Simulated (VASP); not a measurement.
Here is a VASP 6.6.1 calculation.

INCAR

```
SYSTEM = Li2GeS3
PREC = Accurate
ENCUT = 650
EDIFF = 1E-6
ISMEAR = -1
SIGMA = 0.112
LREAL = Auto
LASPH = .True.
NELM = 120
ALGO = Normal
ISIF = 2
LWAVE = .False.
LCHARG = .False.
GGA = PE
IVDW = 12
NBANDS = 94
ISYM = -1
GGA_COMPAT = .False.
```

Contents of KPOINTS:

```
explicit points
1
Reciprocal
  0.25000000   0.25000000   0.25000000 1
```

Contents of POSCAR:

```
Li2GeS3
1.0
    8.1492130000      0.2608840000     -0.3825630000
    0.2608840000      8.1074400000     -0.0781450000
   -0.3825630000     -0.0781450000      8.2274370000
Ge S Li
4 12 8
Direct
    0.3915139520      0.4561984229      0.4557561945
    0.1820880370      0.2685590440      0.2701540823
    0.9138794348      0.4243563177      0.3470459613
    0.4276596284      0.3710355955      0.8397771173
    0.5867076589      0.3916736051      0.0783401898
    0.1512310169      0.2921510791      0.5840693204
    0.9704971986      0.6912333852      0.2534696714
    0.7797982496      0.0633428502      0.7405111561
    0.1364590515      0.3563984945      0.9519021470
    0.5143550231      0.0331855172      0.7405922990
    0.1951928146      0.5964336460      0.2196260945
    0.7327615130      0.3856976452      0.5500322622
    0.1646037012      0.0455197340      0.5192268777
    0.8542466422      0.9078129685      0.9582884928
    0.6231493457      0.9046069643      0.2970680170
    0.3797787841      0.6489927942      0.6868046334
    0.6582153119      0.6782974905     -0.0235837258
    0.6663047430      0.7805158382      0.5425756468
    0.1644708083      0.6445953759      0.8765517562
    0.8915762708     -0.0228556772      0.3335588028
    0.5010313128      0.1246817311      0.0362877645
    0.4976233400     -0.0091118843      0.4832287661
    0.8808063334      0.4208403720      0.8571161936
    1.0681921853      0.1127500854      1.0394113820
```

Potentials or basis: VASP PAW PBE potentials, release 64 (Ge_d, S, Li_sv).

Launch:

```bash
$ cat potpaw_PBE.64/Ge_d/POTCAR potpaw_PBE.64/S/POTCAR potpaw_PBE.64/Li_sv/POTCAR > POTCAR
$ mpirun -np 1 vasp_std > vasp.out
```

Predict the pressure.

-1.0 GPa.

What does it give for the dispersion energy per atom?

-0.220 eV.

Predict the largest force.

2.338 eV/Å.

Forces on the atoms (eV/Å):
```
Ge   0.631  0.343  0.297
Ge   0.574  0.517  0.189
Ge  -1.582 -0.563  0.741
Ge  -0.605  0.064 -0.876
S    1.155  0.739  0.203
S    0.276  0.451 -0.395
S   -1.662  0.405  0.332
S   -0.919 -0.785  1.147
S    0.302 -0.509 -0.564
S    1.315  0.181  0.847
S    2.027 -0.128  0.392
S    0.393  0.961 -0.345
S   -0.338  0.059 -0.273
S    0.765  0.200 -0.755
S    0.525 -0.693 -1.463
S   -0.003 -0.176 -0.031
Li  -0.339  0.383  0.586
Li   0.361 -0.815  0.412
Li  -0.025  0.104  0.128
Li  -0.069  0.086  0.179
Li   0.587 -0.851  0.566
Li  -1.919  1.335 -0.003
Li  -0.838 -0.591 -0.532
Li  -0.612 -0.716 -0.782
```

Caveat: the atoms stand as in a frame of molecular dynamics.
